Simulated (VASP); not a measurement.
A run of VASP 6.6.1:

File INCAR:

```
SYSTEM = HfN
  ALGO = Normal
  EDIFF = 1E-7
  ENCUT = 520
  GGA = PE
  ISIF = 2
  ISMEAR = 0
  LASPH = .True.
  LCHARG = .False.
  LREAL = .False.
  LWAVE = .False.
  NBANDS = 23
  NELM = 60
  PREC = Accurate
  SIGMA = 0.1
```

KPOINTS

```
k-points
0
Gamma
  18 18 8
  0 0 0
```

File POSCAR:

```
HfN
1.0
    3.4837113197      0.0000000000      0.0000000000
   -1.7418556598      3.0169825023      0.0000000000
    0.0000000000      0.0000000000      5.6650571737
Hf N
2 2
Direct
    0.3333333333      0.6666666667      0.9990322389
    0.6666666667      0.3333333333      0.4990322389
    0.3333333333      0.6666666667      0.3741026911
    0.6666666667      0.3333333333      0.8741026911
```

Potentials or basis: VASP PAW PBE potentials, release 64 (Hf_pv, N).

Run with:

```console
$ cat potpaw_PBE.64/Hf_pv/POTCAR potpaw_PBE.64/N/POTCAR > POTCAR
$ mpirun -np 1 vasp_std > vasp.out
```

Hardware: 1 thread of Intel Xeon 8259CL, on a shared host.

Estimate the wall time of this run.

It took 4.7 min on 1 thread of Intel Xeon 8259CL (shared host), peak memory 0.34 GiB. Counts: scf iterations 16, k points 185.
